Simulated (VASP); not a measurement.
Runs of VASP 6.6.1 on ScAl3. The structure is that of space group Pm-3m (No. 221), or close to it. The cells are those of the table. 

| task | level | potentials or basis | cell | k mesh | cutoff (eV) | grid for exact exchange (PRECFOCK) | share of exact exchange | gap on the mesh (eV) | pressure (GPa) | relaxed volume (Å³/atom) |
| --- | --- | --- | --- | --- | --- | --- | --- | --- | --- | --- |
| relaxation of the atoms | PBEsol | VASP PAW PBE potentials, release 64 (Sc_sv, Al) | atoms relaxed from a = 4.088 Å, angles 90.0, 90.0, 91.1°, 4 atoms | 6 × 6 × 6 | 520 | - | - | none | -0.9 | - |
| single point | revPBE | VASP PAW PBE potentials, release 64 (Sc_sv, Al) | a = 4.088 Å, 4 atoms | 7 × 7 × 7 | 520 | - | - | none | 2.7 | - |
| relaxation of cell and atoms | BLYP | VASP PAW PBE potentials, release 64 (Sc_sv, Al) | relaxed from a = 4.088 Å, 4 atoms | 7 × 7 × 7 | 600 | - | - | none | 0.0 | 17.90 |
| single point | B3LYP | VASP PAW PBE potentials, release 64 (Sc_sv, Al) | a = 4.088 Å, 4 atoms | 4 × 4 × 4 | 520 | Normal | 0.2 | none | 1.9 | - |
| single point | RPBE | VASP PAW PBE potentials, release 64 (Sc_sv, Al) | a = 4.137 Å, 4 atoms | 7 × 7 × 7 | 520 | - | - | none | -0.1 | - |
| relaxation of cell and atoms | LDA | VASP PAW LDA potentials, release 64 (Sc_sv, Al) | relaxed from a = 4.088 Å, 4 atoms | 7 × 7 × 7 | 600 | - | - | none | 0.0 | (b) |
| single point | revPBE | VASP PAW PBE potentials, release 64 (Sc_sv, Al) | a = 4.129 Å, 4 atoms | 7 × 7 × 7 | 520 | - | - | none | 0.0 | - |
| relaxation of cell and atoms | revPBE | VASP PAW PBE potentials, release 64 (Sc_sv, Al) | relaxed from a = 4.088 Å, 4 atoms | 7 × 7 × 7 | 600 | - | - | none | -0.1 | (a) |

Alike in all rows: no spin polarisation; smearing fermi-dirac 0.05 eV.

Problem. Estimate the missing entries.

Solution. (a) 17.60; (b) 16.41.

Caveats: some runs use coarse meshes; the PAW data sets were made with another functional, which shifts forces and pressure a little (at least some runs); the relaxation stopped at its first step, so nothing moved (at least some runs).

A gap of «none» marks levels without a gap at the run's occupations.
